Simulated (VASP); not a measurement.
# In4Ge (Pm-3m) in VASP: further runs

In4Ge is run at these levels: PBE; tasks: single point, relaxation of cell and atoms.

All numbers are computed with VASP 6.6.1; they aren't measurements. Logs are shortened: lines on timing, memory, paths and dates and some standing lists are left out, and cuts for length are marked.

## 1. The cell of the first run

The structure is cubic, space group Pm-3m (No. 221). Conventional cell: a = 4.379 Å, b = 4.379 Å, c = 4.379 Å, α = 90.00°, β = 90.00°, γ = 90.00°. Within 4.1 Å of In (site symmetry m-3m) lie 12 In at 3.10 Å and 8 Ge at 3.79 Å. Within 2.9 Å of In (site symmetry 4/mmm) lie 2 Ge at 2.19 Å. Within 2.9 Å of Ge (site symmetry m-3m) lie 6 In at 2.19 Å.

The cell was built from a structure type or drawn by symmetry, and may not be a known phase.

## 2. Single point, PBE

File INCAR:

```
PREC     = Accurate       # precision mode
ENCUT    = 520            # plane-wave cutoff, eV
EDIFF    = 1E-6           # SCF threshold, eV
ISMEAR   = 0              # smearing method
SIGMA    = 0.1            # smearing width, eV
LREAL    = False          # projectors in reciprocal space
LASPH    = True           # aspherical terms in the spheres
NELM     = 80             # most SCF steps
ALGO     = Fast           # electronic algorithm
ISIF     = 2              # what is computed and relaxed
LWAVE    = False          # write WAVECAR
LCHARG   = False          # write CHGCAR
GGA      = PE             # functional
NBANDS   = 41             # bands
```

File KPOINTS:

```
regular mesh
0
Gamma
  4 4 4
```

File POSCAR:

```
In4Ge
1.0
    4.3791164400      0.0000000000      0.0000000000
    0.0000000000      4.3791164400      0.0000000000
    0.0000000000      0.0000000000      4.3791164400
In Ge
4 1
Direct
    0.5000000000      0.5000000000      0.5000000000
    0.5000000000      0.0000000000      0.0000000000
    0.0000000000      0.5000000000      0.0000000000
    0.0000000000      0.0000000000      0.5000000000
    0.0000000000      0.0000000000      0.0000000000
```

Potentials or basis: VASP PAW PBE potentials, release 64 (In_d, Ge_d).

Started as:

```
cat potpaw_PBE.64/In_d/POTCAR potpaw_PBE.64/Ge_d/POTCAR > POTCAR
mpirun -np 1 vasp_std > vasp.out
```

OUTCAR:

```text
PREC = Accurate
   ENCUT = 520
   EDIFF = 1E-6
   ISMEAR = 0
   LREAL = False
   LASPH = True
   NELM = 80
   ISIF = 2
   GGA = PE

 ion  position               nearest neighbor table
   1  0.500  0.500  0.500-   2 3.10   3 3.10   4 3.10   2 3.10   3 3.10   2 3.10   4 3.10   2 3.10
                             3 3.10   4 3.10   3 3.10   4 3.10
   2  0.500  0.000  0.000-   5 2.19   5 2.19   4 3.10   1 3.10   1 3.10   4 3.10   1 3.10   3 3.10
                             1 3.10   3 3.10   4 3.10   3 3.10   4 3.10   3 3.10
   3  0.000  0.500  0.000-   5 2.19   5 2.19   4 3.10   1 3.10   1 3.10   4 3.10   2 3.10   4 3.10
                             2 3.10   4 3.10   1 3.10   2 3.10   1 3.10   2 3.10
   4  0.000  0.000  0.500-   5 2.19   5 2.19   3 3.10   1 3.10   2 3.10   3 3.10   2 3.10   1 3.10
                             3 3.10   3 3.10   1 3.10   2 3.10   2 3.10   1 3.10
   5  0.000  0.000  0.000-   2 2.19   3 2.19   4 2.19   4 2.19   3 2.19   2 2.19

  LATTYP: Found a simple cubic cell.
 ALAT       =     4.3791164400

  Lattice vectors:

 A1 = (   4.3791164400,   0.0000000000,   0.0000000000)
 A2 = (   0.0000000000,   4.3791164400,   0.0000000000)
 A3 = (   0.0000000000,   0.0000000000,   4.3791164400)

Analysis of symmetry for initial positions (statically):
=====================================================================
 Subroutine PRICEL returns:
 Original cell was already a primitive cell.

 Routine SETGRP: Setting up the symmetry group for a
 simple cubic supercell.

 Subroutine GETGRP returns: Found 48 space group operations
 (whereof 48 operations were pure point group operations)
 out of a pool of 48 trial point group operations.

The static configuration has the point symmetry O_h .

Analysis of symmetry for dynamics (positions and initial velocities):
=====================================================================
 Subroutine PRICEL returns:
 Original cell was already a primitive cell.

 Routine SETGRP: Setting up the symmetry group for a
 simple cubic supercell.

 Subroutine GETGRP returns: Found 48 space group operations
 (whereof 48 operations were pure point group operations)
 out of a pool of 48 trial point group operations.

The dynamic configuration has the point symmetry O_h .

 Subroutine INISYM returns: Found 48 space group operations
 (whereof 48 operations are pure point group operations),
 and found     1 'primitive' translations

----------------------------------------------------------------------------------------

                                     Primitive cell

  volume of cell :      83.9768

  direct lattice vectors                    reciprocal lattice vectors
     4.379116440  0.000000000  0.000000000     0.228356568  0.000000000  0.000000000
     0.000000000  4.379116440  0.000000000     0.000000000  0.228356568  0.000000000
     0.000000000  0.000000000  4.379116440     0.000000000  0.000000000  0.228356568

  length of vectors
     4.379116440  4.379116440  4.379116440     0.228356568  0.228356568  0.228356568

  position of ions in fractional coordinates (direct lattice)
     0.500000000  0.500000000  0.500000000
     0.500000000  0.000000000  0.000000000
     0.000000000  0.500000000  0.000000000
     0.000000000  0.000000000  0.500000000
     0.000000000  0.000000000  0.000000000

  ion indices of the primitive-cell ions
   primitive index   ion index
                 1           1
                 2           2
                 3           3
                 4           4
                 5           5

----------------------------------------------------------------------------------------

 KPOINTS: regular mesh

Automatic generation of k-mesh.
 Grid dimensions read from file:
 generate k-points for:    4    4    4

 Generating k-lattice:

  Cartesian coordinates                     Fractional coordinates (reciprocal lattice)
     0.057089142  0.000000000  0.000000000     0.250000000  0.000000000  0.000000000
     0.000000000  0.057089142  0.000000000     0.000000000  0.250000000  0.000000000
     0.000000000  0.000000000  0.057089142     0.000000000  0.000000000  0.250000000

  Length of vectors
     0.057089142  0.057089142  0.057089142

  Shift w.r.t. Gamma in fractional coordinates (k-lattice)
     0.000000000  0.000000000  0.000000000

 Subroutine IBZKPT returns following result:
 ===========================================

 Found     10 irreducible k-points:

 Following reciprocal coordinates:
            Coordinates               Weight
  0.000000  0.000000  0.000000      1.000000
  0.250000  0.000000  0.000000      6.000000
  0.500000  0.000000  0.000000      3.000000
  0.250000  0.250000  0.000000     12.000000
  0.500000  0.250000  0.000000     12.000000
  0.500000  0.500000  0.000000      3.000000
  0.250000  0.250000  0.250000      8.000000
  0.500000  0.250000  0.250000     12.000000
  0.500000  0.500000  0.250000      6.000000
  0.500000  0.500000  0.500000      1.000000
   k-points           NKPTS =     10   k-points in BZ     NKDIM =     10   number of bands    NBANDS=     41
   number of dos      NEDOS =    301   number of ions     NIONS =      5
   total plane-waves  NPLWV =  46656
   dimension x,y,z NGX =    36 NGY =   36 NGZ =   36
   dimension x,y,z NGXF=    72 NGYF=   72 NGZF=   72
   ions per type =               4   1
   NGX,Y,Z   is equivalent  to a cutoff of  13.67, 13.67, 13.67 a.u.
   NGXF,Y,Z  is equivalent  to a cutoff of  27.33, 27.33, 27.33 a.u.
 SYSTEM =  unknown system
   PREC   = accura    normal or accurate (medium, high low for compatibility)
   ISTART =      0    job   : 0-new  1-cont  2-samecut
   ICHARG =      2    charge: 1-file 2-atom 10-const
   ISPIN  =      1    spin polarized calculation?
   LNONCOLLINEAR =      F non collinear calculations
   LSORBIT =      F    spin-orbit coupling
   LASPH  =      T    aspherical Exc in radial PAW
   ENCUT  =  520.0 eV  38.22 Ry    6.18 a.u.   8.14  8.14  8.14*2*pi/ulx,y,z
   NELM   =     80;   NELMIN=  2; NELMDL= -5     # of ELM steps
   EDIFF  = 0.1E-05   stopping-criterion for ELM
   LREAL  =      F    real-space projection
   EDIFFG = 0.1E-04   stopping-criterion for IOM
   NSW    =      0    number of steps for IOM
   IBRION =     -1    ionic relax: 0-MD 1-quasi-New 2-CG
   NFREE  =      0    steps in history (QN), initial steepest desc. (CG)
   ISIF   =      2    stress and relaxation
   ISYM   =      2    0-nonsym 1-usesym 2-fastsym
   POTIM  = 0.5000    time-step for ionic-motion
   TEBEG  =    0.0;   TEEND  =   0.0 temperature during run
   PSTRESS=    0.0 pullay stress
   NELECT =      66.0000    total number of electrons
   NUPDOWN=      -1.0000    fix difference up-down
   EMIN   =  10.00;   EMAX   =-10.00  energy-range for DOS
   EFERMI =   0.00;   METHOD = LEGACY
   ISMEAR =     0;   SIGMA  =   0.10  broadening in eV -4-tet -1-fermi 0-gaus
   EFERMI_NEDOS =   21; number of points for ismear=-14 and -15
   IALGO  =     68    algorithm
   IMIX   =      4    mixing-type and parameters
     AMIX     =   0.40;   BMIX     =  1.00
     AMIX_MAG =   1.60;   BMIX_MAG =  1.00
  volume/ion in A,a.u.               =      16.80       113.34
  Fermi-wavevector in a.u.,A,eV,Ry     =   1.510786  2.854972 31.054953  2.282475
  Thomas-Fermi vector in A             =   2.620930
   LORBIT       =      0    0 simple, 1 ext, 2 COOP (PROOUT), +10 PAW based schemes
   GGA     = PE    functional components
   LHFCALC =     F    Hartree Fock is set to
   AEXX    =    0.0000 exact exchange contribution
   IVDW    =     0    specifies the selected vdW correction
   LEPSILON=     F    determine dielectric tensor
   LRPA    =     F    only Hartree local field effects (RPA)
 non-spin polarized calculation
 RMM-DIIS sequential band-by-band and
 Gauss-broadening in eV      SIGMA  =   0.10
  energy-cutoff  :      520.00
  volume of cell :       83.98
 maximum number of plane-waves:      2301
 NGX is ok and might be reduce to    36
   NGX = 17   NGY = 17   NGZ = 17

 number of electron      65.9999988 magnetization

 Free energy of the ion-electron system (eV)
  ---------------------------------------------------
  ext. energy  EPLUGINS =         0.00000000
  ---------------------------------------------------
  free energy    TOTEN  =        -1.55550792 eV

  energy without entropy =       -1.52841674  energy(sigma->0) =       -1.54196233

 E-fermi :  13.0592     XC(G=0): -12.2817

 val. band max:       13.0341129120   @ k =   0.2500   0.2500   0.0000
 cond. band min:      13.0931480913   @ k =   0.5000   0.5000   0.0000
 fundamental gap:      0.0590351793
 Fermi energy:        13.0592327590

 k-point     1 :       0.0000    0.0000    0.0000
  band No.  band energies     occupation
      1     -14.0123      2.00000
      2     -14.0123      2.00000
      3     -13.7748      2.00000
      4     -13.7748      2.00000
      5     -13.7748      2.00000
      6      -5.8557      2.00000
[... 33 lines left out ...]
     40      19.5266      0.00000
     41      19.5268      0.00000

 k-point     2 :       0.2500    0.0000    0.0000
  band No.  band energies     occupation
      1     -14.0121      2.00000
      2     -13.9659      2.00000
      3     -13.7746      2.00000
      4     -13.7669      2.00000
      5     -13.7669      2.00000
      6      -5.5834      2.00000
[... 33 lines left out ...]
     40      19.6996      0.00000
     41      21.0613      0.00000

 k-point     3 :       0.5000    0.0000    0.0000
  band No.  band energies     occupation
      1     -14.0119      2.00000
      2     -13.9194      2.00000
      3     -13.7744      2.00000
      4     -13.7589      2.00000
      5     -13.7589      2.00000
      6      -5.1663      2.00000
[... 259 lines left out ...]
      2     -13.8676      2.00000
      3     -13.7509      2.00000
      4     -13.7509      2.00000
      5     -13.7433      2.00000
      6      -4.2598      2.00000
[... 33 lines left out ...]
     40      19.8065      0.00000
     41      20.1601      0.00000

 k-point    10 :       0.5000    0.5000    0.5000
  band No.  band energies     occupation
      1     -13.8674      2.00000
      2     -13.8674      2.00000
      3     -13.7431      2.00000
      4     -13.7431      2.00000
      5     -13.7431      2.00000
      6      -4.2078      2.00000
[... 33 lines left out ...]
     40      20.7275      0.00000
     41      20.7282      0.00000

------------------------ aborting loop because EDIFF is reached ----------------------------------------

  FORCE on cell =-STRESS in cart. coord.  units (eV):
  Direction    XX          YY          ZZ          XY          YZ          ZX
  --------------------------------------------------------------------------------------
  -------------------------------------------------------------------------------------
  Total       44.9175595     44.9175595     44.9175595     -0.0000000     -0.0000000     -0.0000000
  in kB      856.9732283    856.9732283    856.9732283     -0.0000000     -0.0000000     -0.0000000
  external PRESSURE =     856.9732283 kB  Pullay stress =       0.0000000 kB

 VOLUME and BASIS-vectors are now :
 -----------------------------------------------------------------------------
  energy-cutoff  :      520.00
  volume of cell :       83.98
      direct lattice vectors                 reciprocal lattice vectors
     4.379116440  0.000000000  0.000000000     0.228356568  0.000000000  0.000000000
     0.000000000  4.379116440  0.000000000     0.000000000  0.228356568  0.000000000
     0.000000000  0.000000000  4.379116440     0.000000000  0.000000000  0.228356568

 POSITION                                       TOTAL-FORCE (eV/Angst)
 -----------------------------------------------------------------------------------
      2.18956      2.18956      2.18956         0.000000      0.000000      0.000000
      2.18956      0.00000      0.00000         0.000000      0.000000      0.000000
      0.00000      2.18956      0.00000         0.000000      0.000000      0.000000
      0.00000      0.00000      2.18956         0.000000      0.000000      0.000000
      0.00000      0.00000      0.00000         0.000000      0.000000      0.000000
 -----------------------------------------------------------------------------------
    total drift:                                0.000000      0.000000     -0.000000

  FREE ENERGIE OF THE ION-ELECTRON SYSTEM (eV)
  ---------------------------------------------------
  free  energy   TOTEN  =        -1.5555079180 eV

  energy  without entropy=       -1.5284167401  energy(sigma->0) =       -1.54196233
```

Run time: 35 s. Hardware: 1 thread of Intel Xeon 6975P-C (Granite Rapids), shared host; peak memory 0.21 GiB.

Results:

```
Free energy            : -1.5555 eV
Pressure               : 85.7 GPa
Band gap on the k mesh : zero (bands 33 and 34 overlap by 1.93 eV)
```

Caveat: the cell stands under pressure; spin-orbit coupling is left out, which moves the levels of the heavy elements.

[end of part 1 of 2]
